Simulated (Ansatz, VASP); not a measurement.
## Ti4BeP: VASP beside Ansatz

```xyz
6
Lattice="4.4174 0.0000 0.0000 0.0000 4.4174 0.0000 0.0000 0.0000 6.6710" Properties=species:S:1:pos:R:3 pbc="T T T"
Ti    2.2087    0.0000    0.0000
Ti    0.0000    2.2087    0.0000
Ti    0.0000    0.0000    2.3476
Ti    0.0000    0.0000    4.3234
Be    2.2087    2.2087    3.3355
P     0.0000    0.0000    0.0000
```

Alike in both runs: functional PBE; k mesh 8 × 8 × 6; occupations gaussian, width 0.1 eV; no spin polarisation.

Ansatz relaxed the structure, and its values are those at the end. VASP's run is a single point on that final structure, the one shown.

```csv
,VASP,Ansatz
version,VASP 6.6.1,Ansatz 0.2.0
potentials or method,"VASP PAW PBE potentials, release 64 (Ti_sv, Be, P), cutoff 520 eV","scalar-relativistic, plane waves, PAW"
valence electrons in the cell,55,55
```

Ansatz gave:

| Property | Result |
| --- | --- |
| gap on the k mesh at the Fermi level (eV) | none |
| pressure (GPa) | 0.0 |
| rms of the force components (eV/Å) | 0.000 |

Question: Estimate VASP's values.

Answer: gap on the k mesh at the Fermi level (eV): none; pressure (GPa): 0.3; rms of the force components (eV/Å): 0.170.

A gap of «none» marks a metal or a gap that the smearing closes. One of these differences is far larger than is usual between the two programs; its cause wasn't traced. The functional is the same, so the differences come from potentials, cutoffs and numerics.
